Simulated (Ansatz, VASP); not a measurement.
BeTe in VASP and in Ansatz

The input INCAR:

```
SYSTEM = BeTe
  PREC = Accurate
  ENCUT = 520
  EDIFF = 1E-6
  ISMEAR = -1
  SIGMA = 0.02
  LREAL = .FALSE.
  LASPH = .TRUE.
  NELM = 100
  ALGO = Normal
  ISIF = 2
  LWAVE = .FALSE.
  LCHARG = .FALSE.
  GGA = PE
  NBANDS = 11
```

KPOINTS

```
regular mesh
0
G
  6 6 6
  0 0 0
```

POSCAR

```
BeTe
1.0
    0.0000000000      2.7700000000      2.7700000000
    2.7700000000      0.0000000000      2.7700000000
    2.7700000000      2.7700000000      0.0000000000
Te Be
1 1
Direct
    0.7500000000      0.7500000000      0.7500000000
    0.0000000000      0.0000000000      0.0000000000
```

input.yaml

```yaml
crystal:
  lattice:
    - [0.0, 2.77, 2.77]
    - [2.77, 0.0, 2.77]
    - [2.77, 2.77, 0.0]
  atoms:
    - { symbol: Te, position: [0.75, 0.75, 0.75] }
    - { symbol: Be, position: [0.0, 0.0, 0.0] }
kpoints:
  mp_grid: { grid: [6, 6, 6] }
scf:
  occupations: { method: fermi_dirac, width: 0.02 }
hamiltonian:
  xc: pbe
  pseudopotentials: { kind: all_electron, lapw: { basis_error: 0.002 } }
output:
  forces: true
  stress: true
  eigenvalues: true
```

Alike in both runs: task single point; functional PBE; k mesh 6 × 6 × 6; occupations fermi-dirac, width 0.02 eV; no spin polarisation.

|  | VASP | Ansatz |
| --- | --- | --- |
| version | VASP 6.6.1 | Ansatz 0.2.0 |
| potentials or method | VASP PAW PBE potentials, release 64 (Te, Be), cutoff 520 eV | all-electron LAPW, scalar-relativistic |

Ansatz gave:

| Item | Value |
| --- | --- |
| gap on the k mesh at the Fermi level (eV) | 1.86 |
| least direct gap on the mesh (eV) | 3.58 |
| pressure (GPa) | 4.3 |

Task: Estimate VASP's values.

Result: gap on the k mesh at the Fermi level (eV): 1.85; least direct gap on the mesh (eV): 3.56; pressure (GPa): 4.5.

Ansatz ran all-electron here, and VASP with PAW potentials.

Spin-orbit coupling is off throughout.
